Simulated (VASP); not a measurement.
## Ta: single point with PBE

Crystal: Ta.

```xyz
8
Lattice="5.3093 0.0000 0.0000 0.0000 5.3093 0.0000 0.0000 0.0000 5.3093" Properties=species:S:1:pos:R:3 pbc="T T T"
Ta    0.0000    0.0000    5.3093
Ta    2.6546    2.6546    2.6546
Ta    1.3273    0.0000    2.6546
Ta    3.9820    5.3093    2.6546
Ta    2.6546    1.3273    5.3093
Ta    2.6546    3.9820    5.3093
Ta    5.3093    2.6546    1.3273
Ta    5.3093    2.6546    3.9820
```

* Program: VASP 6.6.1
* Task: single point
* Functional: PBE
* Potentials or basis: VASP PAW PBE potentials, release 64 (Ta_pv)
* Cutoff: 520 eV
* k mesh: 5 × 5 × 5
* Occupations: fermi-dirac, width 0.1 eV
* Spin: no spin polarisation

The pressure is 0.1 GPa. The band gap on the k mesh is zero (bands 44 and 45 overlap by 0.19 eV).

Levels at points of the mesh, in eV from the Fermi level:
| k point | band 42 | band 43 | band 44 | band 45 | band 46 | band 47 |
| --- | --- | --- | --- | --- | --- | --- |
| (0.00, 0.00, 0.00) | -1.08 | -0.75 | -0.75 | 0.12 | 0.12 | 0.86 |

It took 120 s on 1 thread of Intel Xeon 8259CL (shared host), peak memory 0.26 GiB.

Caveat: spin-orbit coupling is left out, which moves the levels of the heavy elements.
